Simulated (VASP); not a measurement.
Ca2Pd:

```
Ca Pd
1.0
     4.13833    0.00000    0.00000
    -2.06916    3.58390    0.00000
     0.00000    0.00000    4.46830
Ca Pd
2 1
Direct
  0.33333 0.66667 0.50000
  0.66667 0.33333 0.50000
  0.00000 0.00000 0.00000
```

* Program: VASP 6.6.1
* Task: relaxation of cell and atoms
* Functional: PBE
* Potentials or basis: VASP PAW PBE potentials, release 64 (Ca_sv, Pd)
* Cutoff: 600 eV
* k mesh: 6 × 6 × 4
* Occupations: gaussian, width 0.1 eV
* Spin: no spin polarisation

At the start: pressure 7.0 GPa; volume 22.09 Å³/atom.

Q: Where does the relaxation end?

A: Over 21 steps the energy falls by 1028.9 meV/atom and the volume is 24.98 Å³/atom (+13.1 %); space group P6/mmm (No. 191, to 0.1 Å) before and after.

The path:
```tsv
step	energy change (eV)	largest force (eV/Å)	pressure (GPa)	volume (Å³)
1	0.0000	0.0000	7.00	66.27
2	-2.1880	0.0000	0.94	74.69
3	-2.5120	0.0000	-2.53	84.90
4	-3.0285	0.0000	-2.06	81.99
5	-3.0273	0.0000	-1.97	81.73
6	-3.0231	0.0000	-1.88	81.25
7	-2.8512	0.0000	-1.15	78.31
8	-3.0208	0.0000	-1.90	81.05
9	-3.0156	0.0000	-1.92	80.70
10	-3.0570	0.0000	-0.34	76.45
11	-3.0600	0.0000	0.17	75.13
12	-3.0601	0.0000	0.26	74.90
13	-3.0638	0.0000	0.18	75.18
14	-3.0769	0.0000	-0.20	76.01
15	-3.0706	0.0000	-1.09	77.53
16	-3.0823	0.0000	-0.55	76.54
17	-3.0827	0.0000	-0.65	76.70
18	-3.0840	0.0000	-0.60	76.44
19	-3.0843	0.0000	-0.57	76.30
20	-3.0857	0.0000	-0.38	75.86
21	-3.0867	0.0000	0.04	74.94
```

Final structure:
```
Ca Pd
1.0
     5.18955    0.00000    0.00000
    -2.59478    4.49428    0.00000
     0.00000    0.00000    3.21297
Ca Pd
2 1
Direct
  0.33333 0.66667 0.50000
  0.66667 0.33333 0.50000
  0.00000 0.00000 0.00000
```

Caveat: a cell axis changed by over 15 % at a fixed basis, so the end point is rough.
